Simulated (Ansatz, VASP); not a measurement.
## B in VASP and in Ansatz

```
CELL_PARAMETERS angstrom
2.01833 -1.33396 0.00000
2.01833 1.33396 0.00000
0.00000 0.00000 5.44155
ATOMIC_POSITIONS crystal
B 0.85000 0.15000 0.11700
B 0.65000 0.35000 0.61700
B 0.15000 0.85000 0.88300
B 0.35000 0.65000 0.38300
```

Alike in both runs: task single point; functional PBE; k mesh 8 × 8 × 4; occupations gaussian, width 0.1 eV; no spin polarisation.

```csv
,VASP,Ansatz
version,VASP 6.6.1,Ansatz 0.2.0
potentials or method,"VASP PAW PBE potentials, release 64 (B), cutoff 520 eV","scalar-relativistic, plane waves, PAW"
valence electrons in the cell,12,12
```

|  | VASP | Ansatz | Ansatz less VASP |
| --- | --- | --- | --- |
| gap on the k mesh at the Fermi level (eV) | none | none | - |
| pressure (GPa) | 12.5 | 12.4 | -0.02 |
| traceless stress, the component that is largest in VASP (GPa) | 31.45 | 31.37 | -0.084 |
| rms of the force components (eV/Å) | 3.183 | 3.174 | -0.0094 |

Atom by atom the forces differ by 0.010 eV/Å (rms over components). A gap of «none» marks a metal or a gap that the smearing closes. With one functional, cell and mesh, what is left measures potentials, basis and numerics.
